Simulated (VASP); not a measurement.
# Be (P6_3/mmc) in VASP: notebook

Runs on Be. Level: PBEsol. Tasks: single point.

All numbers are computed with VASP 6.6.1; they aren't measurements. Logs are shortened: lines on timing, memory, paths and dates and some standing lists are left out, and cuts for length are marked.

## 1. The cell of the first run

It takes space group P6_3/mmc (No. 194, hexagonal). Conventional cell: a = 2.247 Å, b = 2.247 Å, c = 7.160 Å, α = 90.00°, β = 90.00°, γ = 120.00°. Be (site symmetry -3m) has 12 Be at 2.21 to 2.25 Å within 2.9 Å. Within 2.9 Å of Be (site symmetry -6m2) lie 12 Be at 2.21 to 2.25 Å.

## 2. Single point, PBEsol (7.83 Å³/atom)

Contents of INCAR:

```
PREC     = Accurate       # precision mode
ENCUT    = 520            # plane-wave cutoff, eV
EDIFF    = 1E-7           # SCF threshold, eV
ISMEAR   = -1             # smearing method
SIGMA    = 0.1            # smearing width, eV
LREAL    = False          # projectors in reciprocal space
LASPH    = True           # aspherical terms in the spheres
NELM     = 80             # most SCF steps
ALGO     = Normal         # electronic algorithm
ISIF     = 2              # what is computed and relaxed
LWAVE    = False          # write WAVECAR
LCHARG   = False          # write CHGCAR
GGA      = PS             # functional
NBANDS   = 12             # bands
```

Contents of KPOINTS:

```
Automatic mesh
0
Gamma
  18 18 5
```

Contents of POSCAR:

```
Be
1.0
    2.2472065555      0.0000000000      0.0000000000
   -1.1236032778      1.9461379646      0.0000000000
    0.0000000000      0.0000000000      7.1599276462
Be
4
Direct
    0.0000000000      0.0000000000      1.0000000000
    0.0000000000      0.0000000000      0.5000000000
    0.3333333333      0.6666666667      0.2500000000
    0.6666666667      0.3333333333      0.7500000000
```

Potentials or basis: VASP PAW PBE potentials, release 64 (Be).

Run with:

```
cat potpaw_PBE.64/Be/POTCAR > POTCAR
mpirun -np 1 vasp_std > vasp.out
```

OUTCAR:

```text
PREC = Accurate
   ENCUT = 520
   EDIFF = 1E-7
   ISMEAR = -1
   LREAL = False
   LASPH = True
   NELM = 80
   ISIF = 2
   GGA = PS

 ion  position               nearest neighbor table
   1  0.000  0.000  0.000-   3 2.21   4 2.21   4 2.21   3 2.21   4 2.21   3 2.21
   2  0.000  0.000  0.500-   3 2.21   4 2.21   4 2.21   3 2.21   4 2.21   3 2.21
   3  0.333  0.667  0.250-   1 2.21   2 2.21   1 2.21   2 2.21   1 2.21   2 2.21
   4  0.667  0.333  0.750-   1 2.21   2 2.21   1 2.21   2 2.21   1 2.21   2 2.21

  LATTYP: Found a hexagonal cell.
 ALAT       =     2.2472065555
 C/A-ratio  =     3.1861457634

  Lattice vectors:

 A1 = (   2.2472065555,   0.0000000000,   0.0000000000)
 A2 = (  -1.1236032778,   1.9461379646,   0.0000000000)
 A3 = (   0.0000000000,   0.0000000000,   7.1599276462)

Analysis of symmetry for initial positions (statically):
=====================================================================
 Subroutine PRICEL returns:
 Original cell was already a primitive cell.

 Routine SETGRP: Setting up the symmetry group for a
 hexagonal supercell.

 Subroutine GETGRP returns: Found 24 space group operations
 (whereof 12 operations were pure point group operations)
 out of a pool of 24 trial point group operations.

The static configuration has the point symmetry D_3d.
 The point group associated with its full space group is D_6h.

Analysis of symmetry for dynamics (positions and initial velocities):
=====================================================================
 Subroutine PRICEL returns:
 Original cell was already a primitive cell.

 Routine SETGRP: Setting up the symmetry group for a
 hexagonal supercell.

 Subroutine GETGRP returns: Found 24 space group operations
 (whereof 12 operations were pure point group operations)
 out of a pool of 24 trial point group operations.

The dynamic configuration has the point symmetry D_3d.
 The point group associated with its full space group is D_6h.

 Subroutine INISYM returns: Found 24 space group operations
 (whereof 12 operations are pure point group operations),
 and found     1 'primitive' translations

----------------------------------------------------------------------------------------

                                     Primitive cell

  volume of cell :      31.3130

  direct lattice vectors                    reciprocal lattice vectors
     2.247206556  0.000000000  0.000000000     0.444996922  0.256919093  0.000000000
    -1.123603278  1.946137965  0.000000000     0.000000000  0.513838185  0.000000000
     0.000000000  0.000000000  7.159927646     0.000000000  0.000000000  0.139666216
[... 96 lines left out ...]
   POTIM  = 0.5000    time-step for ionic-motion
   TEBEG  =    0.0;   TEEND  =   0.0 temperature during run
   PSTRESS=    0.0 pullay stress
   NELECT =       8.0000    total number of electrons
   NUPDOWN=      -1.0000    fix difference up-down
   EMIN   =  10.00;   EMAX   =-10.00  energy-range for DOS
   EFERMI =   0.00;   METHOD = LEGACY
   ISMEAR =    -1;   SIGMA  =   0.10  broadening in eV -4-tet -1-fermi 0-gaus
   EFERMI_NEDOS =   21; number of points for ismear=-14 and -15
   IALGO  =     38    algorithm
   IMIX   =      4    mixing-type and parameters
     AMIX     =   0.40;   BMIX     =  1.00
     AMIX_MAG =   1.60;   BMIX_MAG =  1.00
  volume/ion in A,a.u.               =       7.83        52.83
  Fermi-wavevector in a.u.,A,eV,Ry     =   1.038795  1.963037 14.681972  1.079095
  Thomas-Fermi vector in A             =   2.173295
   LORBIT       =      0    0 simple, 1 ext, 2 COOP (PROOUT), +10 PAW based schemes
   GGA     = PS    functional components
   LHFCALC =     F    Hartree Fock is set to
   AEXX    =    0.0000 exact exchange contribution
   IVDW    =     0    specifies the selected vdW correction
   LEPSILON=     F    determine dielectric tensor
   LRPA    =     F    only Hartree local field effects (RPA)
 non-spin polarized calculation
  energy-cutoff  :      520.00
  volume of cell :       31.31
 maximum number of plane-waves:       870
 NGX is ok and might be reduce to    18
   NGX =  9   NGY =  9   NGZ = 27

 number of electron       8.0000000 magnetization

 Free energy of the ion-electron system (eV)
  ---------------------------------------------------
  ext. energy  EPLUGINS =         0.00000000
  ---------------------------------------------------
  free energy    TOTEN  =       -15.87053958 eV

  energy without entropy =      -15.86014473  energy(sigma->0) =      -15.86534216

 E-fermi :   7.2921     XC(G=0): -10.6422

 val. band max:        7.2880538704   @ k =   0.3333   0.2778   0.2000
 cond. band min:       7.4301071096   @ k =   0.3333   0.0556   0.0000
 fundamental gap:      0.1420532392
 Fermi energy:         7.2920575347

 k-point     1 :       0.0000    0.0000    0.0000
  band No.  band energies     occupation
      1      -4.3026      2.00000
      2      -2.1831      2.00000
      3      -2.1569      2.00000
      4       2.4876      2.00000
      5       8.0585      0.00094
      6      17.5392      0.00000
      7      17.5426      0.00000
      8      23.5559      0.00000
      9      23.5559      0.00000
     10      24.7246      0.00000
     11      24.7261      0.00000
     12      25.0562      0.00000
[... 331 lines left out ...]
 k-point    24 :       0.3889    0.1111    0.0000
  band No.  band energies     occupation
      1       1.5845      2.00000
      2       3.2556      2.00000
      3       3.3241      2.00000
      4       5.3752      2.00000
      5       8.8500      0.00000
      6       9.1779      0.00000
      7      10.7384      0.00000
      8      12.8025      0.00000
      9      14.2576      0.00000
     10      14.8759      0.00000
     11      17.3450      0.00000
     12      18.3327      0.00000

 [... further k-points ...]
[... 5 lines left out ...]
  --------------------------------------------------------------------------------------
  -------------------------------------------------------------------------------------
  Total        0.0039620      0.0039620      0.2095023     -0.0000000      0.0000000      0.0000000
  in kB        0.2027201      0.2027201     10.7194921     -0.0000000      0.0000000      0.0000000
  external PRESSURE =       3.7083108 kB  Pullay stress =       0.0000000 kB

 VOLUME and BASIS-vectors are now :
 -----------------------------------------------------------------------------
  energy-cutoff  :      520.00
  volume of cell :       31.31
      direct lattice vectors                 reciprocal lattice vectors
     2.247206556  0.000000000  0.000000000     0.444996922  0.256919093  0.000000000
    -1.123603278  1.946137965  0.000000000     0.000000000  0.513838185  0.000000000
     0.000000000  0.000000000  7.159927646     0.000000000  0.000000000  0.139666216

 POSITION                                       TOTAL-FORCE (eV/Angst)
 -----------------------------------------------------------------------------------
      0.00000      0.00000      0.00000        -0.000000      0.000000     -0.000000
      0.00000      0.00000      3.57996         0.000000      0.000000     -0.000000
     -0.00000      1.29743      1.78998         0.000000     -0.000000      0.000000
      1.12360      0.64871      5.36995        -0.000000      0.000000     -0.000000
 -----------------------------------------------------------------------------------
    total drift:                               -0.000000      0.000000     -0.000000

  FREE ENERGIE OF THE ION-ELECTRON SYSTEM (eV)
  ---------------------------------------------------
  free  energy   TOTEN  =       -15.8705395800 eV

  energy  without entropy=      -15.8601447323  energy(sigma->0) =      -15.86534216
```

OSZICAR:

```text
N       E                     dE             d eps       ncg     rms          rms(c)
DAV:   1     0.127854058676E+01    0.12785E+01   -0.36226E+03  2664   0.569E+02
DAV:   2    -0.154345631626E+02   -0.16713E+02   -0.15976E+02  3568   0.104E+02
DAV:   3    -0.159298115341E+02   -0.49525E+00   -0.49134E+00  3844   0.122E+01
DAV:   4    -0.159323505837E+02   -0.25390E-02   -0.25369E-02  3280   0.799E-01
DAV:   5    -0.159323604381E+02   -0.98544E-05   -0.98543E-05  3696   0.433E-02    0.172E+00
DAV:   6    -0.158884296996E+02    0.43931E-01   -0.45773E-03  3100   0.737E-01    0.105E+00
DAV:   7    -0.158705582450E+02    0.17871E-01   -0.58730E-03  3076   0.758E-01    0.214E-02
DAV:   8    -0.158705379403E+02    0.20305E-04   -0.12392E-04  3576   0.610E-02    0.858E-03
DAV:   9    -0.158705383648E+02   -0.42450E-06   -0.18278E-06  3468   0.888E-03    0.461E-03
DAV:  10    -0.158705395007E+02   -0.11359E-05   -0.72381E-07  3784   0.496E-03    0.374E-04
DAV:  11    -0.158705395800E+02   -0.79265E-07   -0.35254E-08  2136   0.999E-04
   1 F= -.15870540E+02 E0= -.15865342E+02  d E =-.103948E-01
```

stdout:

```text
POSCAR found type information on POSCAR Be
 POSCAR found :  1 types and       4 ions
 scaLAPACK will be used
 -----------------------------------------------------------------------------
|                                                                             |
|                                                                             |
|     You enforced a specific xc type in the INCAR file but a different       |
|     I HOPE YOU KNOW WHAT YOU ARE DOING!                                     |
|                                                                             |
 -----------------------------------------------------------------------------

 LDA part: xc-table for (Slater+PW92), standard interpolation
 POSCAR, INCAR and KPOINTS ok, starting setup
 FFT: planning ... GRIDC
 FFT: planning ... GRID_SOFT
 FFT: planning ... GRID
 WAVECAR not read
 entering main loop
```

It took 19 s on 1 thread of Intel Xeon Platinum 8488C (Sapphire Rapids), shared host; peak memory 0.16 GiB.

Results:

```
Free energy            : -15.8705 eV
Pressure               : 0.4 GPa
Band gap on the k mesh : zero (bands 4 and 5 overlap by 1.38 eV)
```

Caveat: the PAW data sets were made with another functional, which shifts forces and pressure a little.

## 3. Single point, PBEsol (8.14 Å³/atom)

This run uses another cell than the first one, of 8.14 Å³/atom.

Contents of INCAR:

```
PREC = Accurate ; ENCUT = 520
EDIFF = 1E-6 ; ISMEAR = -1
SIGMA = 0.1 ; LREAL = False
LASPH = True ; NELM = 60
ALGO = Normal ; ISIF = 2
LWAVE = False ; LCHARG = False
GGA = PS ; NBANDS = 12
```

KPOINTS is that of step 2.

Contents of POSCAR:

```
Be
1.0
    2.2767784540      0.0000000000      0.0000000000
   -1.1383892270      1.9717479799      0.0000000000
    0.0000000000      0.0000000000      7.2541480254
Be
4
Direct
    0.0000000000      0.0000000000      1.0000000000
    0.0000000000      0.0000000000      0.5000000000
    0.3333333333      0.6666666667      0.2500000000
    0.6666666667      0.3333333333      0.7500000000
```

Potentials or basis: VASP PAW PBE potentials, release 64 (Be).

Run with:

```
cat potpaw_PBE.64/Be/POTCAR > POTCAR
mpirun -np 1 vasp_std > vasp.out
```

It took 16 s on 1 thread of Intel Xeon Platinum 8488C (Sapphire Rapids), shared host; peak memory 0.16 GiB.

Results (log left out):

```yaml
Free_energy: -15.8550 eV
Pressure: -4.2 GPa
Band_gap_on_the_k_mesh: zero (bands 4 and 5 overlap by 1.34 eV)
```

Stress tensor (GPa, compression positive):
```
-4.37  0.00  0.00
 0.00 -4.37  0.00
 0.00  0.00 -3.91
```

Levels at points of the mesh, in eV from the Fermi level:
```csv
k point,band 2,band 3,band 4,band 5,band 6,band 7
"(0.00, 0.00, 0.00)",-9.29,-9.27,-4.66,0.63,9.93,9.93
"(0.50, 0.00, 0.00)",-4.09,-3.73,-2.82,1.02,1.03,3.98
```

Caveat: the cell stands under tension; the PAW data sets were made with another functional, which shifts forces and pressure a little.

The gap in the log of VASP goes by the Fermi energy; the results here count the filled bands.